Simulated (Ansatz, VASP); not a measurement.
## Two plane-wave programs on SnO2

The input INCAR:

```
PREC = Accurate
ENCUT = 600
EDIFF = 1E-6
ISMEAR = -1
SIGMA = 0.05
LREAL = F
LASPH = T
NELM = 80
ALGO = Normal
ISIF = 3
LWAVE = F
LCHARG = F
GGA = RP
IBRION = 2
NSW = 60
EDIFFG = -0.01
```

File KPOINTS:

```
regular mesh
0
Gamma
  9 9 9
```

POSCAR

```
SnO2
1.0
    0.0000000000      2.5741500000      2.5741500000
    2.5741500000      0.0000000000      2.5741500000
    2.5741500000      2.5741500000      0.0000000000
Sn O
1 2
Direct
    0.0000000000      0.0000000000      0.0000000000
    0.7500000000      0.7500000000      0.7500000000
    0.2500000000      0.2500000000      0.2500000000
```

input.yaml

```yaml
crystal:
  lattice:
    - [0.0, 2.57415, 2.57415]
    - [2.57415, 0.0, 2.57415]
    - [2.57415, 2.57415, 0.0]
  atoms:
    - { symbol: Sn, position: [0.0, 0.0, 0.0] }
    - { symbol: O, position: [0.75, 0.75, 0.75] }
    - { symbol: O, position: [0.25, 0.25, 0.25] }
hamiltonian:
  xc: rpbe
  pseudopotentials: { kind: paw }
kpoints:
  mp_grid: { grid: [9, 9, 9] }
scf:
  occupations: { method: fermi_dirac, width: 0.05 }
output:
  forces: true
  stress: true
  eigenvalues: true
relax:
  f_tol: 0.01
  max_steps: 40
  cell: { stress_tol: 0.05 }
```

Alike in both runs: task relaxation of cell and atoms; functional RPBE; k mesh 9 × 9 × 9; occupations fermi-dirac, width 0.05 eV; no spin polarisation.

|  | VASP | Ansatz |
| --- | --- | --- |
| version | VASP 6.6.1 | Ansatz 0.2.0 |
| potentials or method | VASP PAW PBE potentials, release 64 (Sn_d, O) | Ansatz PAW |
| plane-wave cutoff (eV) | 600 | 420 |
| valence electrons in the cell | 26 | 26 |

|  | VASP | Ansatz | Ansatz less VASP |
| --- | --- | --- | --- |
| gap on the k mesh at the Fermi level, each at its own relaxed structure (eV) | none | none | - |
| relaxed volume (Å³/atom) | 11.62 | 11.60 | -0.020 |
| relaxed length of the cell vector where the two differ most in proportion (Å) | 3.667 | 3.665 | -0.0021 |

VASP's potentials were made for PBE, not for RPBE. A gap of «none» marks a metal or a gap that the smearing closes.

Noted on Ansatz's run: the plane-wave basis is chosen anew once the cell has moved, so the energies of steps on either side of that aren't comparable.
